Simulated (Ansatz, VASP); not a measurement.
**Ru in VASP and in Ansatz**

File INCAR:

```
SYSTEM = Ru
PREC = Accurate
ENCUT = 520
EDIFF = 1E-6
ISMEAR = 0
SIGMA = 0.1
LREAL = .False.
LASPH = .True.
NELM = 100
ALGO = Normal
ISIF = 2
LWAVE = .False.
LCHARG = .False.
LDIPOL = .True.
IDIPOL = 3
DIPOL = 0.5 0.5 0.500
GGA = PE
NBANDS = 21
```

The input KPOINTS:

```
Automatic mesh
0
Gamma
  6 6 1
  0 0 0
```

The input POSCAR:

```
Ru
1.0
    2.7058000000      0.0000000000      0.0000000000
   -1.3529000000      4.8811560000      0.0000000000
    0.0000000000      0.0000000000     15.0000000000
Ru
2
Direct
    0.6346027600      0.2692055200      0.4885799600
    0.3653972400      0.7307944800      0.5114200400
```

Input for Ansatz:

```yaml
crystal:
  lattice:
    - [2.7058, 0.0, 0.0]
    - [-1.3529, 4.881156, 0.0]
    - [0.0, 0.0, 15.0]
  atoms:
    - { symbol: Ru, position: [0.63460276, 0.26920552, 0.48857996] }
    - { symbol: Ru, position: [0.36539724, 0.73079448, 0.51142004] }
  periodic: [true, true, false]
basis:
  ecutwfc: 420
kpoints:
  mp_grid: { grid: [6, 6, 1] }
hamiltonian:
  xc: pbe
scf:
  occupations: { method: gaussian, width: 0.1 }
  lower_state_search: "off"
output:
  forces: true
  stress: true
  eigenvalues: true
```

Alike in both runs: task single point; functional PBE; k mesh 6 × 6 × 1; occupations gaussian, width 0.1 eV; no spin polarisation.

|  | VASP | Ansatz |
| --- | --- | --- |
| version | VASP 6.6.1 | Ansatz 0.2.0 |
| potentials or method | VASP PAW PBE potentials, release 64 (Ru_pv), cutoff 520 eV | scalar-relativistic, plane waves, PAW |
| valence electrons in the cell | 28 | 32 |

```csv
,VASP,Ansatz,Ansatz less VASP
gap on the k mesh at the Fermi level (eV),none,none,-
rms of the force components (eV/Å),0.119,0.122,+0.0030
```

Atom by atom the forces differ by 0.003 eV/Å (rms over components). A gap of «none» marks a metal or a gap that the smearing closes. With one functional, cell and mesh, what is left measures potentials, basis and numerics. VASP's potentials hold 28 valence electrons a cell and Ansatz's 32, so a difference there can come from the potentials and not from the codes. Ansatz's warnings: slab cell height set.

The k mesh is coarse, so the values compare programs but aren't converged.
